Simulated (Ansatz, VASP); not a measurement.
# NaHF2 in VASP and in Ansatz

```
Na H F
1.0
     1.65487    0.95544    4.50413
    -1.65487    0.95544    4.50413
     0.00000   -1.91088    4.50413
Na H F
1 1 2
Direct
  0.00000 0.00000 0.00000
  0.50000 0.50000 0.50000
  0.42069 0.42069 0.42069
  0.57931 0.57931 0.57931
```

Alike in both runs: task single point; functional PBEsol; k mesh 9 × 9 × 9; occupations gaussian, width 0.02 eV; no spin polarisation.

```csv
,VASP,Ansatz
version,VASP 6.6.1,Ansatz 0.2.0
potentials or method,"VASP PAW PBE potentials, release 64 (Na_pv, H, F), cutoff 520 eV","scalar-relativistic, plane waves, PAW"
valence electrons in the cell,22,24
```

VASP gave:

```
gap on the k mesh at the Fermi level (eV)                     : 7.30
least direct gap on the mesh (eV)                             : 7.41
pressure (GPa)                                                : 9.2
traceless stress, the component that is largest in VASP (GPa) : 12.21
rms of the force components (eV/Å)                            : 0.966
```

Q: Which values does Ansatz return?

A: gap on the k mesh at the Fermi level (eV): 7.32; least direct gap on the mesh (eV): 7.42; pressure (GPa): 9.2; traceless stress, the component that is largest in VASP (GPa): 11.77; rms of the force components (eV/Å): 0.945.

VASP's potentials were made for PBE, not for PBEsol. Atom by atom the forces differ by 0.021 eV/Å (rms over components). The functional is the same, so the differences come from potentials, cutoffs and numerics. VASP's potentials hold 22 valence electrons a cell and Ansatz's 24, so a difference there can come from the potentials and not from the codes.
